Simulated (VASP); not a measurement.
Set up this calculation in VASP 6.6.1, as the native input.

```
Task                   : relaxation of cell and atoms
Functional             : PBE
Potentials or basis    : VASP PAW PBE potentials, release 64 (Ca_sv, Se)
Cutoff                 : 600 eV
k mesh                 : 6 × 6 × 4
Occupations            : gaussian, width 0.1 eV
Spin                   : no spin polarisation
Dipole correction      : no
Further INCAR settings : ALGO = Normal; EDIFF = 1e-06; IBRION = 2; EDIFFG = -0.04; NSW = 90; ISIF = 3
```

The structure of Ca2Se lies in POSCAR:

```
Ca2Se
1.0
    3.5217130300      0.0000000000      0.0000000000
   -1.7608565100      3.0498929500      0.0000000000
    0.0000000000      0.0000000000      6.5265120400
Ca Se
2 1
Direct
    0.6666666700      0.3333333300      0.7587290400
    0.3333333300      0.6666666700      0.2412709600
    0.0000000000      0.0000000000      0.0000000000
```

One way to write it, as run:

INCAR

```
SYSTEM = Ca2Se
PREC = Accurate ; ENCUT = 600
EDIFF = 1E-6 ; ISMEAR = 0
SIGMA = 0.1 ; LREAL = .False.
LASPH = .True. ; NELM = 80
ALGO = Normal ; ISIF = 3
LWAVE = .False. ; LCHARG = .False.
GGA = PE ; IBRION = 2
NSW = 90 ; EDIFFG = -0.04
```

KPOINTS

```
regular mesh
0
Gamma
  6 6 4
  0 0 0
```

Potentials or basis: VASP PAW PBE potentials, release 64 (Ca_sv, Se).

Launch:

```console
$ cat potpaw_PBE.64/Ca_sv/POTCAR potpaw_PBE.64/Se/POTCAR > POTCAR
$ mpirun -np 1 vasp_std > vasp.out
```

It gave:

The relaxed volume is 33.28 Å³/atom and the relaxed cell is a = 4.115 Å, b = 4.115 Å, c = 6.809 Å, α = 90.00°, β = 90.00°, γ = 120.00°. The space group after relaxing (to 0.05 Å) is P-3m1 (No. 164). The energy gained by relaxing is 709.0 meV/atom. The ionic steps are 9 and the pressure after relaxing is -0.1 GPa. The largest force after relaxing is 0.005 eV/Å and the band gap on the k mesh is zero (band 13 reaches 3.45 eV, above the bottom of band 14 at 3.08 eV).

Caveat: the volume moved by over 15 % at a fixed basis, so the end points are rough.

It took 3.1 min on 1 thread of AMD EPYC 7R13 Processor (Zen 3), with other jobs on the host, peak memory 0.19 GiB.
